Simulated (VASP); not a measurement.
# H2C18O in VASP: a series of runs

The runs below take H2C18O through single point, with PBE+D3(BJ).

All numbers are computed with VASP 6.6.1; they aren't measurements. Logs are shortened: lines on timing, memory, paths and dates and some standing lists are left out, and cuts for length are marked.

## 1. The cell of the first run

The cell holds a slab with vacuum, 21 atoms: a = 7.398 Å, b = 7.398 Å, c = 13.000 Å, α = 90.00°, β = 90.00°, γ = 120.00°.

## 2. Single point, PBE+D3(BJ)

File INCAR:

```
SYSTEM = H2C18O
PREC     = Accurate       ! precision mode
ENCUT    = 520            ! plane-wave cutoff, eV
EDIFF    = 1E-6           ! SCF threshold, eV
ISMEAR   = -1             ! smearing method
SIGMA    = 0.05           ! smearing width, eV
LREAL    = Auto         
LASPH    = .True.         ! aspherical terms in the spheres
NELM     = 80             ! most SCF steps
ALGO     = Normal         ! electronic algorithm
ISIF     = 2              ! what is computed and relaxed
LWAVE    = .False.        ! write WAVECAR
LCHARG   = .True.         ! write CHGCAR
GGA      = PE             ! functional
IVDW     = 12             ! dispersion correction
LELF     = .True.         ! ELF
LVHAR    = .True.       
NBANDS   = 56             ! bands
```

File KPOINTS:

```
regular mesh
0
Gamma
  2 2 1
  0 0 0
```

File POSCAR:

```
H2C18O
1.0
    7.3980000000      0.0000000000      0.0000000000
   -3.6990000000      6.4068560000      0.0000000000
    0.0000000000      0.0000000000     13.0000000000
C O H
18 1 2
Direct
   -0.0043267811     -0.0022588696      0.0601860051
    0.2194816949      0.1095873732      0.0601051837
   -0.0034753233      0.3323641607      0.0600905278
    0.2184628330      0.4432298645      0.0601283568
   -0.0030725225      0.6647755901      0.0598828268
    0.2180353734      0.7753599870      0.0596238855
    0.3300604857     -0.0007486785      0.0597682487
    0.5519659567      0.1100865944      0.0598872515
    0.3304433159      0.3315226361      0.0601917043
    0.5514348880      0.4419791240      0.0601394446
    0.3290839504      0.6643883302      0.0598593190
    0.5529426401      0.7763626466      0.0599893467
    0.6637915641     -0.0017365298      0.0599684771
    0.8847736888      0.1086151626      0.0601518283
    0.6623118533      0.3310876724      0.0600769451
    0.8860437570      0.4428142804      0.0600157110
    0.6632750198      0.6657854452      0.0601419293
    0.8851800353      0.7767177916      0.0601123474
    0.2907102045      0.7903108836      0.3183479979
    0.2210690270      0.8714692618      0.3121897672
    0.2690380088      0.7240363235      0.2514506459
```

Potentials or basis: VASP PAW PBE potentials, release 64 (C, O, H).

Launch:

```bash
$ cat potpaw_PBE.64/C/POTCAR potpaw_PBE.64/O/POTCAR potpaw_PBE.64/H/POTCAR > POTCAR
$ mpirun -np 1 vasp_std > vasp.out
```

OUTCAR:

```text
SYSTEM = H2C18O
   PREC = Accurate
   ENCUT = 520
   EDIFF = 1E-6
   ISMEAR = -1
   LREAL = Auto
   LASPH = .True.
   NELM = 80
   ISIF = 2
   GGA = PE
   IVDW = 12
 IVDW          = 12

 ion  position               nearest neighbor table
   1  0.996  0.998  0.060-  18 1.42  14 1.42   2 1.43
   2  0.219  0.110  0.060-   7 1.42   9 1.42   1 1.43
   3  0.997  0.332  0.060-  16 1.42   4 1.42  14 1.43
   4  0.218  0.443  0.060-  11 1.42   3 1.42   9 1.43
   5  0.997  0.665  0.060-   6 1.42  16 1.42  18 1.43
   6  0.218  0.775  0.060-   5 1.42  11 1.42   7 1.43
[... 10 lines left out ...]
  17  0.663  0.666  0.060-  12 1.42  18 1.42  10 1.43
  18  0.885  0.777  0.060-   1 1.42  17 1.42   5 1.43
  19  0.291  0.790  0.318-  20 0.97  21 0.97
  20  0.221  0.871  0.312-  19 0.97
  21  0.269  0.724  0.251-  19 0.97

  LATTYP: Found a hexagonal cell.
 ALAT       =     7.3980000000
 C/A-ratio  =     1.7572316842

  Lattice vectors:

 A1 = (   7.3980000000,   0.0000000000,   0.0000000000)
 A2 = (  -3.6990000000,   6.4068560000,   0.0000000000)
 A3 = (   0.0000000000,   0.0000000000,  13.0000000000)

Analysis of symmetry for initial positions (statically):
=====================================================================
 Subroutine PRICEL returns:
 Original cell was already a primitive cell.

 Routine SETGRP: Setting up the symmetry group for a
 hexagonal supercell.

 Subroutine GETGRP returns: Found  1 space group operations
 (whereof  1 operations were pure point group operations)
 out of a pool of 24 trial point group operations.

The static configuration has the point symmetry C_1 .

Analysis of symmetry for dynamics (positions and initial velocities):
=====================================================================
 Subroutine PRICEL returns:
 Original cell was already a primitive cell.

 Routine SETGRP: Setting up the symmetry group for a
 hexagonal supercell.

 Subroutine GETGRP returns: Found  1 space group operations
 (whereof  1 operations were pure point group operations)
 out of a pool of 24 trial point group operations.

The dynamic configuration has the point symmetry C_1 .

 Subroutine INISYM returns: Found  1 space group operations
 (whereof  1 operations are pure point group operations),
 and found     1 'primitive' translations

[... 114 lines left out ...]
   NSW    =      0    number of steps for IOM
   IBRION =     -1    ionic relax: 0-MD 1-quasi-New 2-CG
   NFREE  =      0    steps in history (QN), initial steepest desc. (CG)
   ISIF   =      2    stress and relaxation
   ISYM   =      2    0-nonsym 1-usesym 2-fastsym
   POTIM  = 0.5000    time-step for ionic-motion
   TEBEG  =    0.0;   TEEND  =   0.0 temperature during run
   PSTRESS=    0.0 pullay stress
   NELECT =      80.0000    total number of electrons
   NUPDOWN=      -1.0000    fix difference up-down
   EMIN   =  10.00;   EMAX   =-10.00  energy-range for DOS
   EFERMI =   0.00;   METHOD = LEGACY
   ISMEAR =    -1;   SIGMA  =   0.05  broadening in eV -4-tet -1-fermi 0-gaus
   EFERMI_NEDOS =   21; number of points for ismear=-14 and -15
   IALGO  =     38    algorithm
   IMIX   =      4    mixing-type and parameters
     AMIX     =   0.40;   BMIX     =  1.00
     AMIX_MAG =   1.60;   BMIX_MAG =  1.00
  volume/ion in A,a.u.               =      29.34       198.01
  Fermi-wavevector in a.u.,A,eV,Ry     =   0.828967  1.566521  9.349739  0.687186
  Thomas-Fermi vector in A             =   1.941434
   LORBIT       =      0    0 simple, 1 ext, 2 COOP (PROOUT), +10 PAW based schemes
   GGA     = PE    functional components
   LHFCALC =     F    Hartree Fock is set to
   AEXX    =    0.0000 exact exchange contribution
   IVDW    =    12    specifies the selected vdW correction
   LEPSILON=     F    determine dielectric tensor
   LRPA    =     F    only Hartree local field effects (RPA)
 non-spin polarized calculation
  energy-cutoff  :      520.00
  volume of cell :      616.17
 maximum number of plane-waves:     16651
 NGX is ok and might be reduce to    56
   NGX = 27   NGY = 27   NGZ = 49

 number of electron      80.0000004 magnetization

 Free energy of the ion-electron system (eV)
  ---------------------------------------------------
  ext. energy  EPLUGINS =         0.00000000
  ---------------------------------------------------
  free energy    TOTEN  =      -179.87323243 eV

  energy without entropy =     -179.82236662  energy(sigma->0) =     -179.84779953

 E-fermi :  -2.0980     XC(G=0):  -3.7724

 val. band max:       -2.1592696812   @ k =   0.0000   0.0000   0.0000
 cond. band min:      -2.0340293639   @ k =   0.0000   0.0000   0.0000
 fundamental gap:      0.1252403172
 Fermi energy:        -2.0979969828

 k-point     1 :       0.0000    0.0000    0.0000
  band No.  band energies     occupation
      1     -22.7101      2.00000
      2     -21.6184      2.00000
      3     -19.0959      2.00000
      4     -19.0742      2.00000
      5     -19.0314      2.00000
      6     -19.0199      2.00000
[... 209 lines left out ...]
     51       3.8858      0.00000
     52       3.9415      0.00000
 [bands above 52 left out]

------------------------ aborting loop because EDIFF is reached ----------------------------------------

 Edisp (eV)   -1.71964

 E8    (eV) :    -0.5260

  FORCE on cell =-STRESS in cart. coord.  units (eV):
  Direction    XX          YY          ZZ          XY          YZ          ZX
  --------------------------------------------------------------------------------------
  -------------------------------------------------------------------------------------
  Total       1.00427     1.18227    -0.14259     0.03844     0.04987    -0.01895
  in kB       2.61132     3.07416    -0.37076     0.09995     0.12967    -0.04927
  external pressure =        1.77 kB  Pullay stress =        0.00 kB

 VOLUME and BASIS-vectors are now :
 -----------------------------------------------------------------------------
  energy-cutoff  :      520.00
  volume of cell :      616.17
      direct lattice vectors                 reciprocal lattice vectors
     7.398000000  0.000000000  0.000000000     0.135171668  0.078041398  0.000000000
    -3.699000000  6.406856000  0.000000000     0.000000000  0.156082796  0.000000000
     0.000000000  0.000000000 13.000000000     0.000000000  0.000000000  0.076923077

 POSITION                                       TOTAL-FORCE (eV/Angst)
 -----------------------------------------------------------------------------------
      3.67535      6.39238      0.78242         0.001147      0.011429     -0.001919
      1.21836      0.70211      0.78137        -0.015782      0.006762     -0.000596
      6.14287      2.12941      0.78118         0.020212     -0.015438      0.001525
     -0.02332      2.83971      0.78167         0.006267     -0.000939     -0.002083
      4.91626      4.25912      0.77848        -0.011030     -0.003835      0.000499
     -1.25503      4.96762      0.77511         0.017812      0.013245     -0.002905
[... 13 lines left out ...]
     -1.58810      5.58338      4.05847        -0.074792      0.066347      0.054954
     -0.68787      4.63880      3.26886         0.047596     -0.056917     -0.074023
 -----------------------------------------------------------------------------------
    total drift:                                0.002120      0.002628     -0.064384

  FREE ENERGIE OF THE ION-ELECTRON SYSTEM (eV)
  ---------------------------------------------------
  free  energy   TOTEN  =      -181.5928739296 eV

  energy  without entropy=     -181.5420081163  energy(sigma->0) =     -181.56744102
```

OSZICAR:

```text
N       E                     dE             d eps       ncg     rms          rms(c)
DAV:   1     0.664248152157E+03    0.66425E+03   -0.31920E+04   464   0.112E+03
DAV:   2    -0.854570385989E+02   -0.74971E+03   -0.71624E+03   664   0.276E+02
DAV:   3    -0.190019007884E+03   -0.10456E+03   -0.10395E+03   536   0.107E+02
[... 14 lines left out ...]
DAV:  18    -0.179873193497E+03   -0.81268E-04   -0.54851E-06   440   0.514E-03    0.121E-03
DAV:  19    -0.179873223736E+03   -0.30239E-04   -0.19475E-06   400   0.302E-03    0.573E-04
DAV:  20    -0.179873230202E+03   -0.64658E-05   -0.43457E-07   296   0.167E-03    0.279E-04
DAV:  21    -0.179873231728E+03   -0.15268E-05   -0.26100E-07   328   0.106E-03    0.188E-04
DAV:  22    -0.179873232435E+03   -0.70608E-06   -0.81796E-08   304   0.692E-04
   1 F= -.18159287E+03 E0= -.18156744E+03  d E =-.508658E-01
```

It took 4.9 min on 1 thread of Oxide Virtual Turin-like, shared host; peak memory 0.6 GiB.

Results:

| Quantity | Value |
| --- | --- |
| Free energy | -181.5929 eV |
| Largest force | 0.114 eV/Å |
| Band gap on the k mesh | 0.13 eV |
| Dispersion energy per atom | -0.082 eV |

Forces in eV/Å, atoms in the order of the input:
```
C    0.001  0.011 -0.002
C   -0.016  0.007 -0.001
C    0.020 -0.015  0.002
C    0.006 -0.001 -0.002
C   -0.011 -0.004  0.000
C    0.018  0.013 -0.003
C    0.014 -0.016 -0.005
C   -0.012 -0.009  0.004
C   -0.013 -0.002 -0.001
C    0.007  0.011  0.000
C    0.002  0.013  0.003
C   -0.021 -0.006 -0.004
C   -0.005 -0.010  0.004
C   -0.001  0.014  0.001
C    0.017  0.005 -0.004
C   -0.025  0.011  0.000
C    0.012 -0.009 -0.001
C    0.002 -0.015 -0.003
O    0.032 -0.007  0.030
H   -0.075  0.066  0.055
H    0.048 -0.057 -0.074
```

Caveat: the k points lie up to 0.49 Å⁻¹ apart; there is no dipole correction, which matters where the two faces differ.

## 3. Single point, PBE+D3(BJ)

File INCAR:

```
PREC = Accurate
ENCUT = 520
EDIFF = 1E-6
ISMEAR = -1
SIGMA = 0.05
LREAL = Auto
LASPH = T
NELM = 80
ALGO = Normal
ISIF = 2
LWAVE = F
LCHARG = T
GGA = PE
IVDW = 12
LELF = T
LVHAR = T
NBANDS = 56
```

File KPOINTS:

```
regular mesh
0
Gamma
  2 2 1
```

File POSCAR:

```
H2C18O
1.0
    7.3980000000      0.0000000000      0.0000000000
   -3.6990000000      6.4068560000      0.0000000000
    0.0000000000      0.0000000000     13.0000000000
C O H
18 1 2
Direct
    0.0038169018     -0.0043224009      0.0599076154
    0.2262667135      0.1069675985      0.0600251538
    0.0045995308      0.3286754065      0.0602069231
    0.2255892671      0.4391842114      0.0603099231
    0.0033942953      0.6612833190      0.0599322308
    0.2266656471      0.7728906347      0.0601164615
    0.3380079186     -0.0045935167      0.0600286154
    0.5590287179      0.1059138835      0.0601719231
    0.3369163185      0.3280359353      0.0602740769
    0.5601305574      0.4396633856      0.0602408462
    0.3373145600      0.6624085199      0.0603271538
    0.5597395072      0.7736471680      0.0602526154
    0.6702284956     -0.0053586346      0.0601981538
    0.8933822940      0.1062463399      0.0601226154
    0.6706135772      0.3291363190      0.0601932308
    0.8929819414      0.4403101927      0.0601319231
    0.6713385482      0.6620442226      0.0601149231
    0.8922290871      0.7725190015      0.0598490769
    0.1278690459      0.8873558263      0.3126190000
    0.1854871729      1.0306456084      0.2897527692
    0.1904242131      0.8316124164      0.2659941538
```

Potentials or basis: VASP PAW PBE potentials, release 64 (C, O, H).

Launch:

```bash
$ cat potpaw_PBE.64/C/POTCAR potpaw_PBE.64/O/POTCAR potpaw_PBE.64/H/POTCAR > POTCAR
$ mpirun -np 1 vasp_std > vasp.out
```

It took 8.3 min on 1 thread of Oxide Virtual Turin-like, shared host; peak memory 0.6 GiB.

It converged, with:

- Free energy: -181.5922 eV
- Largest force: 0.124 eV/Å
- Band gap on the k mesh: 0.10 eV
- Dispersion energy per atom: -0.082 eV

Forces in eV/Å, atoms in the order of the input:
```
C    0.001  0.002  0.000
C   -0.006  0.008 -0.003
C   -0.003 -0.005  0.002
C    0.011  0.002 -0.004
C    0.000 -0.007 -0.002
C   -0.002  0.002  0.004
C    0.001  0.003 -0.001
C    0.006  0.003  0.000
C    0.011 -0.003  0.000
C   -0.007  0.003  0.004
C    0.002  0.001 -0.002
C   -0.001 -0.003  0.000
C    0.001  0.002  0.003
C   -0.007  0.004  0.000
C   -0.004  0.002 -0.003
C   -0.004 -0.004 -0.001
C    0.008 -0.009 -0.005
C   -0.005 -0.002  0.001
O   -0.023 -0.013  0.035
H   -0.050  0.104  0.019
H    0.072 -0.090 -0.045
```

Levels at points of the mesh, in eV from the valence-band top:
| k point | band 36 | band 37 | band 38 | band 39 | band 40 | band 41 | band 42 | band 43 | band 44 | band 45 |
| --- | --- | --- | --- | --- | --- | --- | --- | --- | --- | --- |
| (0.00, 0.00, 0.00) | -2.99 | -2.99 | -2.55 | 0.00 | 0.00 | 0.10 | 0.11 | 3.08 | 4.23 | 4.90 |
| (0.50, 0.00, 0.00) | -2.63 | -2.61 | -2.58 | -2.47 | -2.30 | 1.73 | 2.55 | 2.56 | 2.57 | 2.60 |
| (0.00, 0.50, 0.00) | -2.62 | -2.61 | -2.59 | -2.47 | -2.30 | 1.73 | 2.54 | 2.55 | 2.58 | 2.59 |
| (0.50, 0.50, 0.00) | -2.62 | -2.61 | -2.59 | -2.47 | -2.30 | 1.73 | 2.54 | 2.56 | 2.58 | 2.60 |

Caveat: the k points lie up to 0.49 Å⁻¹ apart; there is no dipole correction, which matters where the two faces differ.

## 4. Single point, PBE+D3(BJ)

File INCAR:

```
SYSTEM = H2C18O
PREC = Accurate ; ENCUT = 520
EDIFF = 1E-6 ; ISMEAR = -1
SIGMA = 0.05 ; LREAL = Auto
LASPH = .TRUE. ; NELM = 60
ALGO = Normal ; ISIF = 2
LWAVE = .FALSE. ; LCHARG = .FALSE.
GGA = PE ; IVDW = 12
NBANDS = 56
```

File KPOINTS:

```
Automatic mesh
0
G
  2 2 1
  0 0 0
```

File POSCAR:

```
H2C18O
1.0
    7.3980000000      0.0000000000      0.0000000000
   -3.6990000000      6.4068560000      0.0000000000
    0.0000000000      0.0000000000     13.0000000000
C O H
18 1 2
Direct
    0.0028514746     -0.0057555531      0.0585908462
    0.2254203109      0.1056767937      0.0586707692
    0.0035836323      0.3274240907      0.0589217692
    0.2248003987      0.4380984995      0.0589796154
    0.0026167706      0.6600561960      0.0586237692
    0.2255909481      0.7715525368      0.0588306154
    0.3369816318     -0.0057769365      0.0587754615
    0.5582712090      0.1048695335      0.0589436923
    0.3361652012      0.3268145874      0.0589151538
    0.5590390055      0.4383451103      0.0589400769
    0.3363349766      0.6608921755      0.0590175385
    0.5589158021      0.7722976761      0.0589569231
    0.6695207192     -0.0065443956      0.0589381538
    0.8923474621      0.1049555351      0.0588457692
    0.6696304376      0.3276758522      0.0589294615
    0.8921702442      0.4389563305      0.0588547692
    0.6703186502      0.6607886926      0.0588351538
    0.8914342097      0.7714777732      0.0585566923
    0.1338126010      0.8544573188      0.3104873846
    0.2092112160      0.9961631727      0.3366234615
    0.2052487335      0.8601376401      0.2468399231
```

Launch:

```bash
$ cat potpaw_PBE.64/C/POTCAR potpaw_PBE.64/O/POTCAR potpaw_PBE.64/H/POTCAR > POTCAR
$ mpirun -np 1 vasp_std > vasp.out
```

Wall time 10 min (1 thread of Oxide Virtual Turin-like, shared host); peak memory 0.6 GiB.

It converged, with:

* Free energy: -181.6017 eV
* Largest force: 0.107 eV/Å
* Band gap on the k mesh: 0.07 eV
* Dispersion energy per atom: -0.082 eV

Forces in eV/Å, atoms in the order of the input:
```
C    0.007  0.002  0.003
C   -0.012  0.007 -0.003
C   -0.006 -0.011 -0.001
C    0.011  0.003 -0.001
C   -0.007  0.006 -0.007
C    0.001  0.003 -0.003
C   -0.001 -0.015  0.003
C    0.014  0.007  0.000
C   -0.005  0.009  0.000
C   -0.007  0.011  0.001
C    0.012 -0.004 -0.005
C   -0.005 -0.014  0.001
C   -0.008  0.008  0.000
C   -0.003  0.017 -0.005
C    0.004  0.004 -0.002
C   -0.002 -0.006  0.005
C   -0.006 -0.019  0.001
C    0.009 -0.007  0.000
O   -0.049 -0.071  0.048
H   -0.005  0.083  0.055
H    0.058 -0.012 -0.089
```

Levels at points of the mesh, in eV from the valence-band top:
```
           k point  band 38  band 39  band 40  band 41  band 42  band 43
(0.00, 0.00, 0.00)    -2.61    -0.01     0.00     0.07     0.08     3.08
(0.50, 0.00, 0.00)    -2.61    -2.52    -2.32     1.71     2.52     2.54
(0.00, 0.50, 0.00)    -2.61    -2.52    -2.32     1.70     2.54     2.54
(0.50, 0.50, 0.00)    -2.61    -2.51    -2.32     1.72     2.52     2.55
```

Caveat: the k points lie up to 0.49 Å⁻¹ apart; there is no dipole correction, which matters where the two faces differ.

[end of part 1 of 3]
